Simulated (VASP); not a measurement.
A run of VASP 6.6.1 is set up as follows.

File INCAR:

```
PREC = Accurate
ENCUT = 600
EDIFF = 1E-8
ISMEAR = -1
SIGMA = 0.05
LREAL = False
LASPH = True
NELM = 60
ALGO = Fast
ISIF = 3
LWAVE = False
LCHARG = False
GGA = CA
NBANDS = 14
IBRION = 6
NFREE = 2
POTIM = 0.015
NSW = 1
```

File KPOINTS:

```
regular mesh
0
Gamma
  9 9 9
```

File POSCAR:

```
Rh
1.0
    0.0000000000      1.8978500000      1.8978500000
    1.8978500000      0.0000000000      1.8978500000
    1.8978500000      1.8978500000      0.0000000000
Rh
1
Direct
    0.0000000000      0.0000000000      0.0000000000
```

Potentials or basis: VASP PAW LDA potentials, release 64 (Rh_pv).

Launch:

```console
$ cat potpaw_LDA.64/Rh_pv/POTCAR > POTCAR
$ mpirun -np 1 vasp_std > vasp.out
```

Task: Estimate the elastic constants C11, C12, C44.

Result: 468, 186, 211 GPa.

Task: Estimate the Voigt bulk modulus.

Result: 280 GPa.

Clamped-ion elastic tensor (GPa):
```
468 186 186   0   0   0
186 468 186   0   0   0
186 186 468   0   0   0
  0   0   0 211   0   0
  0   0   0   0 211   0
  0   0   0   0   0 211
```

Caveat: the cell is under stress, which shifts elastic constants.
